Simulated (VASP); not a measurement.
Write the native input for VASP 6.6.1 that does the following.

- Task: single point
- Functional: LDA
- Potentials or basis: VASP PAW LDA potentials, release 64 (Si)
- Cutoff: 520 eV
- k mesh: 3 × 3 × 3
- Occupations: gaussian, width 0.02 eV
- Spin: no spin polarisation
- Dipole correction: no
- Further INCAR settings: LREAL = Auto; ALGO = Normal; EDIFF = 1e-07; NBANDS = 43

The structure of Si (a cell with a defect) lies in POSCAR:

```
Si
1.0
    0.0000000000      5.4019422852     -5.4019422852
    5.4019422852      5.4019422852      0.0000000000
    5.4019422852      0.0000000000     -5.4019422852
Si
15
Direct
   -0.0624999273      0.1874999670      0.1874999670
    0.1274513802      0.6220316365      0.1284852676
    0.6335076940      0.1312861120      0.1312861120
    0.6335077865      0.6039200954      0.1312860195
    0.1274513802      0.1284852676      0.6220316365
    0.1274513802      0.6220316365      0.6220316365
    0.6335077865      0.1312860195      0.6039200954
    0.6301842597      0.6232719311      0.6232719311
    0.2414922136      0.7710798783      0.2437140070
    0.2414923061      0.2437139145      0.2437139145
    0.7475486199      0.7529683372      0.2465147589
    0.2448157404      0.7517280425      0.7517280425
    0.2414923061      0.2437139145      0.7710797858
    0.7475486199      0.7529683372      0.7529683372
    0.7475486199      0.2465147589      0.7529683372
```

These files were run (other wordings do the same):

INCAR

```
ALGO = Normal
EDIFF = 1E-7
ENCUT = 520
ISIF = 2
ISMEAR = 0
LASPH = T
LCHARG = F
LREAL = Auto
LWAVE = F
NBANDS = 43
NELM = 80
PREC = Accurate
SIGMA = 0.02
```

KPOINTS

```
k-points
0
Gamma
  3 3 3
```

Potentials or basis: VASP PAW LDA potentials, release 64 (Si).

The run is started by

```bash
$ cat potpaw_LDA.64/Si/POTCAR > POTCAR
$ mpirun -np 1 vasp_std > vasp.out
```

Results of the run:

The pressure is -5.8 GPa. The largest force is 0.011 eV/Å and the band gap on the k mesh is zero (bands 30 and 31 overlap by 1.34 eV).

It took 80 s on 1 thread of Intel(R) Xeon(R) 6975P-C (Granite Rapids) (shared host), peak memory 0.35 GiB.
